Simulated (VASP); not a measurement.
# Se (Fm-3m) in VASP: notebook

The runs below take Se through single point, relaxation of cell and atoms, with PBE.

Program: VASP 6.6.1. These are calculated values, not measurements. Logs are shortened: lines on timing, memory, paths and dates and some standing lists are left out, and cuts for length are marked.

## (1) The cell of the first run

Symmetry: Fm-3m, No. 225, cubic system. Conventional cell: a = 4.159 Å, b = 4.159 Å, c = 4.159 Å, α = 90.00°, β = 90.00°, γ = 90.00°. Within 3.9 Å of Se (site symmetry m-3m) lie 12 Se at 2.94 Å.

This isn't the form of Se at room conditions, which is trigonal, of chains.

## (2) Single point, PBE (17.99 Å³/atom)

Input file INCAR:

```
  ALGO = Normal
  EDIFF = 1E-6
  ENCUT = 520
  GGA = PE
  ISIF = 2
  ISMEAR = -1
  LASPH = T
  LCHARG = F
  LREAL = F
  LWAVE = F
  NBANDS = 9
  NELM = 80
  PREC = Accurate
  SIGMA = 0.1
```

Input file KPOINTS:

```
k-points
0
Gamma
  20 20 20
```

Input file POSCAR:

```
Se
1.0
    0.0000000000      2.0797216190      2.0797216190
    2.0797216190      0.0000000000      2.0797216190
    2.0797216190      2.0797216190      0.0000000000
Se
1
Direct
    0.0000000000      0.0000000000      0.0000000000
```

Potentials or basis: VASP PAW PBE potentials, release 64 (Se).

Command:

```bash
cat potpaw_PBE.64/Se/POTCAR > POTCAR
mpirun -np 1 vasp_std > vasp.out
```

OUTCAR:

```text
EDIFF = 1E-6
   ENCUT = 520
   GGA = PE
   ISIF = 2
   ISMEAR = -1
   LASPH = T
   LREAL = F
   NELM = 80
   PREC = Accurate

 ion  position               nearest neighbor table
   1  0.000  0.000  0.000-

  LATTYP: Found a face centered cubic cell.
 ALAT       =     4.1594432380

  Lattice vectors:

 A1 = (   0.0000000000,   2.0797216190,   2.0797216190)
 A2 = (   2.0797216190,   0.0000000000,   2.0797216190)
 A3 = (   2.0797216190,   2.0797216190,   0.0000000000)

Analysis of symmetry for initial positions (statically):
=====================================================================
 Subroutine PRICEL returns:
 Original cell was already a primitive cell.

 Routine SETGRP: Setting up the symmetry group for a
 face centered cubic supercell.

 Subroutine GETGRP returns: Found 48 space group operations
 (whereof 48 operations were pure point group operations)
 out of a pool of 48 trial point group operations.

The static configuration has the point symmetry O_h .

Analysis of symmetry for dynamics (positions and initial velocities):
=====================================================================
 Subroutine PRICEL returns:
 Original cell was already a primitive cell.

 Routine SETGRP: Setting up the symmetry group for a
 face centered cubic supercell.

 Subroutine GETGRP returns: Found 48 space group operations
 (whereof 48 operations were pure point group operations)
 out of a pool of 48 trial point group operations.

The dynamic configuration has the point symmetry O_h .

 Subroutine INISYM returns: Found 48 space group operations
 (whereof 48 operations are pure point group operations),
 and found     1 'primitive' translations

----------------------------------------------------------------------------------------

                                     Primitive cell

  volume of cell :      17.9906

  direct lattice vectors                    reciprocal lattice vectors
     0.000000000  2.079721619  2.079721619    -0.240416792  0.240416792  0.240416792
     2.079721619  0.000000000  2.079721619     0.240416792 -0.240416792  0.240416792
     2.079721619  2.079721619  0.000000000     0.240416792  0.240416792 -0.240416792

  length of vectors
     2.941170520  2.941170520  2.941170520     0.416414099  0.416414099  0.416414099

  position of ions in fractional coordinates (direct lattice)
     0.000000000  0.000000000  0.000000000

  ion indices of the primitive-cell ions
   primitive index   ion index
                 1           1

----------------------------------------------------------------------------------------

 KPOINTS: k-points

Automatic generation of k-mesh.
 Grid dimensions read from file:
 generate k-points for:   20   20   20

 Generating k-lattice:

  Cartesian coordinates                     Fractional coordinates (reciprocal lattice)
    -0.012020840  0.012020840  0.012020840     0.050000000  0.000000000  0.000000000
     0.012020840 -0.012020840  0.012020840     0.000000000  0.050000000  0.000000000
     0.012020840  0.012020840 -0.012020840     0.000000000  0.000000000  0.050000000

  Length of vectors
     0.020820705  0.020820705  0.020820705

  Shift w.r.t. Gamma in fractional coordinates (k-lattice)
     0.000000000  0.000000000  0.000000000

 Subroutine IBZKPT returns following result:
 ===========================================

 Found    256 irreducible k-points:

 Following reciprocal coordinates:
            Coordinates               Weight
  0.000000  0.000000  0.000000      1.000000
  0.050000  0.000000  0.000000      8.000000
  0.100000  0.000000  0.000000      8.000000
  0.150000  0.000000  0.000000      8.000000
  0.200000  0.000000  0.000000      8.000000
  0.250000  0.000000  0.000000      8.000000
[... 16 lines left out ...]
 -0.400000  0.050000  0.000000     24.000000
 -0.350000  0.050000  0.000000     24.000000
 [... further k-points ...]
   k-points           NKPTS =    256   k-points in BZ     NKDIM =    256   number of bands    NBANDS=      9
   number of dos      NEDOS =    301   number of ions     NIONS =      1
   total plane-waves  NPLWV =  13824
   dimension x,y,z NGX =    24 NGY =   24 NGZ =   24
   dimension x,y,z NGXF=    48 NGYF=   48 NGZF=   48
   ions per type =               1
   NGX,Y,Z   is equivalent  to a cutoff of  13.57, 13.57, 13.57 a.u.
   NGXF,Y,Z  is equivalent  to a cutoff of  27.13, 27.13, 27.13 a.u.
 SYSTEM =  unknown system
   PREC   = accura    normal or accurate (medium, high low for compatibility)
   ISTART =      0    job   : 0-new  1-cont  2-samecut
   ICHARG =      2    charge: 1-file 2-atom 10-const
   ISPIN  =      1    spin polarized calculation?
   LNONCOLLINEAR =      F non collinear calculations
   LSORBIT =      F    spin-orbit coupling
   LASPH  =      T    aspherical Exc in radial PAW
   ENCUT  =  520.0 eV  38.22 Ry    6.18 a.u.   5.47  5.47  5.47*2*pi/ulx,y,z
   NELM   =     80;   NELMIN=  2; NELMDL= -5     # of ELM steps
   EDIFF  = 0.1E-05   stopping-criterion for ELM
   LREAL  =      F    real-space projection
[... 7 lines left out ...]
   TEBEG  =    0.0;   TEEND  =   0.0 temperature during run
   PSTRESS=    0.0 pullay stress
   NELECT =       6.0000    total number of electrons
   NUPDOWN=      -1.0000    fix difference up-down
   EMIN   =  10.00;   EMAX   =-10.00  energy-range for DOS
   EFERMI =   0.00;   METHOD = LEGACY
   ISMEAR =    -1;   SIGMA  =   0.10  broadening in eV -4-tet -1-fermi 0-gaus
   EFERMI_NEDOS =   21; number of points for ismear=-14 and -15
   IALGO  =     38    algorithm
   IMIX   =      4    mixing-type and parameters
     AMIX     =   0.40;   BMIX     =  1.00
     AMIX_MAG =   1.60;   BMIX_MAG =  1.00
  volume/ion in A,a.u.               =      17.99       121.41
  Fermi-wavevector in a.u.,A,eV,Ry     =   1.135298  2.145403 17.536584  1.288903
  Thomas-Fermi vector in A             =   2.272003
   LORBIT       =      0    0 simple, 1 ext, 2 COOP (PROOUT), +10 PAW based schemes
   GGA     = PE    functional components
   LHFCALC =     F    Hartree Fock is set to
   AEXX    =    0.0000 exact exchange contribution
   IVDW    =     0    specifies the selected vdW correction
   LEPSILON=     F    determine dielectric tensor
   LRPA    =     F    only Hartree local field effects (RPA)
 non-spin polarized calculation
  energy-cutoff  :      520.00
  volume of cell :       17.99
 maximum number of plane-waves:       531
 NGX is ok and might be reduce to    24
   NGX = 11   NGY = 11   NGZ = 11

 number of electron       6.0000000 magnetization

 Free energy of the ion-electron system (eV)
  ---------------------------------------------------
  ext. energy  EPLUGINS =         0.00000000
  ---------------------------------------------------
  free energy    TOTEN  =        -2.71242654 eV

  energy without entropy =       -2.68788800  energy(sigma->0) =       -2.70015727

 E-fermi :   6.9801     XC(G=0): -11.1797

 val. band max:        6.9744758830   @ k =   0.3500   0.3000   0.0000
 cond. band min:       7.0066535134   @ k =   0.4000   0.3000   0.0500
 fundamental gap:      0.0321776304
 Fermi energy:         6.9801478101

 k-point     1 :       0.0000    0.0000    0.0000
  band No.  band energies     occupation
      1     -10.2260      2.00000
      2      10.6919      0.00000
      3      10.6919      0.00000
      4      10.6919      0.00000
      5      19.2412      0.00000
      6      19.2412      0.00000
      7      19.2412      0.00000
      8      19.7567      0.00000
      9      22.6691      0.00000

 k-point     2 :       0.0500    0.0000    0.0000
  band No.  band energies     occupation
      1     -10.1687      2.00000
      2      10.2560      0.00000
      3      10.6379      0.00000
      4      10.6379      0.00000
      5      18.9489      0.00000
      6      19.3574      0.00000
      7      19.3574      0.00000
      8      20.0538      0.00000
      9      23.2693      0.00000

 k-point     3 :       0.1000    0.0000    0.0000
  band No.  band energies     occupation
      1      -9.9975      2.00000
      2       9.1423      0.00000
      3      10.4888      0.00000
      4      10.4888      0.00000
      5      18.3382      0.00000
      6      19.6631      0.00000
      7      19.6631      0.00000
      8      20.8657      0.00000
      9      24.1910      0.00000

 k-point     4 :       0.1500    0.0000    0.0000
  band No.  band energies     occupation
      1      -9.7147      2.00000
      2       7.6786      0.00185
      3      10.2760      0.00000
      4      10.2760      0.00000
      5      17.7314      0.00000
      6      20.0042      0.00000
      7      20.0042      0.00000
      8      21.9098      0.00000
      9      23.5408      0.00000

 k-point     5 :       0.2000    0.0000    0.0000
  band No.  band energies     occupation
      1      -9.3246      2.00000
      2       6.0873      1.99973
      3      10.0353      0.00000
      4      10.0353      0.00000
      5      17.2126      0.00000
      6      20.0874      0.00000
      7      20.0874      0.00000
      8      22.9041      0.00000
      9      23.4576      0.00000

 k-point     6 :       0.2500    0.0000    0.0000
  band No.  band energies     occupation
      1      -8.8355      2.00000
      2       4.4920      2.00000
      3       9.7967      0.00000
      4       9.7967      0.00000
      5      16.7940      0.00000
      6      19.7856      0.00000
      7      19.7856      0.00000
      8      23.1427      0.00000
      9      24.0736      0.00000
[... 169 lines left out ...]
 k-point    21 :       0.5000    0.0500    0.0000
  band No.  band energies     occupation
      1      -6.2694      2.00000
      2      -0.6847      2.00000
      3       8.8094      0.00000
      4       9.0455      0.00000
      5      16.2761      0.00000
      6      17.7844      0.00000
      7      18.4770      0.00000
      8      22.0427      0.00000
      9      28.7686      0.00000

 k-point    22 :      -0.4500    0.0500    0.0000
  band No.  band energies     occupation
      1      -6.3403      2.00000
      2      -0.5762      2.00000
      3       8.7294      0.00000
      4       9.1459      0.00000
      5      16.3003      0.00000
      6      17.8742      0.00000
      7      18.4055      0.00000
      8      22.0851      0.00000
      9      29.1252      0.00000

 k-point    23 :      -0.4000    0.0500    0.0000
  band No.  band energies     occupation
      1      -6.7700      2.00000
      2       0.1146      2.00000
      3       8.7117      0.00000
      4       9.2990      0.00000
      5      16.3744      0.00000
      6      18.1190      0.00000
      7      18.4800      0.00000
      8      22.2871      0.00000
      9      27.6852      0.00000

 k-point    24 :      -0.3500    0.0500    0.0000
  band No.  band energies     occupation
      1      -7.3734      2.00000
      2       1.1982      2.00000
      3       8.7596      0.00000
      4       9.4965      0.00000
      5      16.5036      0.00000
      6      18.5070      0.00000
      7      18.6982      0.00000
      8      22.6194      0.00000
      9      26.0900      0.00000

 [... further k-points ...]

------------------------ aborting loop because EDIFF is reached ----------------------------------------

  FORCE on cell =-STRESS in cart. coord.  units (eV):
  Direction    XX          YY          ZZ          XY          YZ          ZX
  --------------------------------------------------------------------------------------
  -------------------------------------------------------------------------------------
  Total        1.3023830      1.3023830      1.3023830      0.0000000     -0.0000000     -0.0000000
  in kB      115.9854956    115.9854956    115.9854956      0.0000000     -0.0000000     -0.0000000
  external PRESSURE =     115.9854956 kB  Pullay stress =       0.0000000 kB

 VOLUME and BASIS-vectors are now :
 -----------------------------------------------------------------------------
  energy-cutoff  :      520.00
  volume of cell :       17.99
      direct lattice vectors                 reciprocal lattice vectors
     0.000000000  2.079721619  2.079721619    -0.240416792  0.240416792  0.240416792
     2.079721619  0.000000000  2.079721619     0.240416792 -0.240416792  0.240416792
     2.079721619  2.079721619  0.000000000     0.240416792  0.240416792 -0.240416792

 POSITION                                       TOTAL-FORCE (eV/Angst)
 -----------------------------------------------------------------------------------
      0.00000      0.00000      0.00000         0.000000      0.000000      0.000000
 -----------------------------------------------------------------------------------
    total drift:                                0.000000     -0.000000      0.000000

  FREE ENERGIE OF THE ION-ELECTRON SYSTEM (eV)
  ---------------------------------------------------
  free  energy   TOTEN  =        -2.7124265432 eV

  energy  without entropy=       -2.6878879993  energy(sigma->0) =       -2.70015727
```

It took 25 s on 1 thread of Intel Xeon 8259CL, shared host; peak memory 0.17 GiB.

Results:

- Free energy: -2.7124 eV
- Pressure: 11.6 GPa
- Band gap on the k mesh: zero (bands 3 and 4 overlap by 6.47 eV)

Caveat: the cell stands under pressure.

## (3) Single point, PBE (18.81 Å³/atom)

This run uses another cell than the first one, of 18.81 Å³/atom.

Input file INCAR:

```
SYSTEM = Se
ALGO = Normal
EDIFF = 1E-7
ENCUT = 520
GGA = PE
ISIF = 2
ISMEAR = -1
LASPH = .TRUE.
LCHARG = .TRUE.
LELF = .TRUE.
LREAL = .FALSE.
LVHAR = .TRUE.
LWAVE = .FALSE.
NBANDS = 9
NELM = 100
PREC = Accurate
SIGMA = 0.1
```

Input file KPOINTS:

```
k-points
0
G
  20 20 20
  0 0 0
```

Input file POSCAR:

```
Se
1.0
    0.0000000000      2.1107668171      2.1107668171
    2.1107668171      0.0000000000      2.1107668171
    2.1107668171      2.1107668171      0.0000000000
Se
1
Direct
    0.0000000000      0.0000000000      0.0000000000
```

Potentials or basis: VASP PAW PBE potentials, release 64 (Se).

Command:

```bash
cat potpaw_PBE.64/Se/POTCAR > POTCAR
mpirun -np 1 vasp_std > vasp.out
```

Run time: 29 s. Hardware: 1 thread of Intel Xeon 8259CL, shared host; peak memory 0.17 GiB.

It converged, with:

```
Free energy            : -2.7589 eV
Pressure               : 6.8 GPa
Band gap on the k mesh : zero (bands 3 and 4 overlap by 6.00 eV)
```

Levels at points of the mesh, in eV from the Fermi level:
| k point | band 1 | band 2 | band 3 | band 4 | band 5 | band 6 |
| --- | --- | --- | --- | --- | --- | --- |
| (0.00, 0.00, 0.00) | -16.76 | 3.45 | 3.45 | 3.45 | 12.14 | 12.17 |
| (0.50, 0.00, 0.00) | -13.11 | -7.35 | 2.03 | 2.03 | 8.78 | 11.21 |
| (0.50, 0.50, 0.00) | -11.65 | -6.40 | -0.87 | -0.87 | 4.82 | 5.69 |

Caveat: the cell stands under pressure.

## (4) Relaxation of cell and atoms, PBE

This run uses another cell than the first one, of 21.81 Å³/atom.

Input file INCAR:

```
SYSTEM = Se
PREC     = Accurate       ! precision mode
ENCUT    = 600            ! plane-wave cutoff, eV
EDIFF    = 1E-6           ! SCF threshold, eV
ISMEAR   = -1             ! smearing method
SIGMA    = 0.1            ! smearing width, eV
LREAL    = .FALSE.        ! projectors in reciprocal space
LASPH    = .TRUE.         ! aspherical terms in the spheres
NELM     = 60             ! most SCF steps
ALGO     = Normal         ! electronic algorithm
ISIF     = 3              ! what is computed and relaxed
LWAVE    = .FALSE.        ! write WAVECAR
LCHARG   = .FALSE.        ! write CHGCAR
GGA      = PE             ! functional
IBRION   = 2              ! ionic algorithm
NSW      = 80             ! ionic steps
EDIFFG   = -0.01          ! ionic threshold
```

Input file KPOINTS:

```
Automatic mesh
0
G
  12 12 12
  0 0 0
```

Input file POSCAR:

```
Se
1.0
    0.0000000000      2.2175113317      2.2175113317
    2.2175113317      0.0000000000      2.2175113317
    2.2175113317      2.2175113317      0.0000000000
Se
1
Direct
    0.0000000000      0.0000000000      0.0000000000
```

Command:

```bash
cat potpaw_PBE.64/Se/POTCAR > POTCAR
mpirun -np 1 vasp_std > vasp.out
```

It took 37 s on 1 thread of Intel Xeon 8259CL, shared host; peak memory 0.16 GiB.

It converged, with:

```yaml
Free_energy: -2.7902 eV
Relaxed_volume: 20.44 Å³/atom
Relaxed_cell: a = 3.069 Å, b = 3.069 Å, c = 3.069 Å, α = 60.00°, β = 60.00°, γ = 60.00°
Space_group_after_relaxing_to_0.1_Å: Fm-3m (No. 225)
Energy_gained_by_relaxing: 17.6 meV/atom
Ionic_steps: 3
Pressure_after_relaxing: 0.0 GPa
Band_gap_on_the_k_mesh: zero (bands 3 and 4 overlap by 5.21 eV)
```

Step by step:
```tsv
step	energy change (eV)	largest force (eV/Å)	pressure (GPa)	volume (Å³)
1	0.0000	0.0000	-3.89	21.81
2	-0.0168	0.0000	0.94	20.18
3	-0.0176	0.0000	0.00	20.44
```

Final structure:
```yaml
crystal:
  lattice:
    - [0.00000, 2.17024, 2.17024]
    - [2.17024, 0.00000, 2.17024]
    - [2.17024, 2.17024, 0.00000]
  atoms:
    - { symbol: Se, position: [0.00000, 0.00000, 0.00000] }
```

Levels at points of the mesh, in eV from the Fermi level:
```tsv
k point	band 1	band 2	band 3	band 4	band 5	band 6
(0.00, 0.00, 0.00)	-15.99	3.01	3.01	3.01	11.03	12.02
(0.50, 0.00, 0.00)	-12.82	-6.64	1.76	1.76	8.46	11.13
(0.50, 0.50, 0.00)	-11.60	-5.78	-0.79	-0.79	4.99	5.95
```

(Continued in part 2 of 2.)
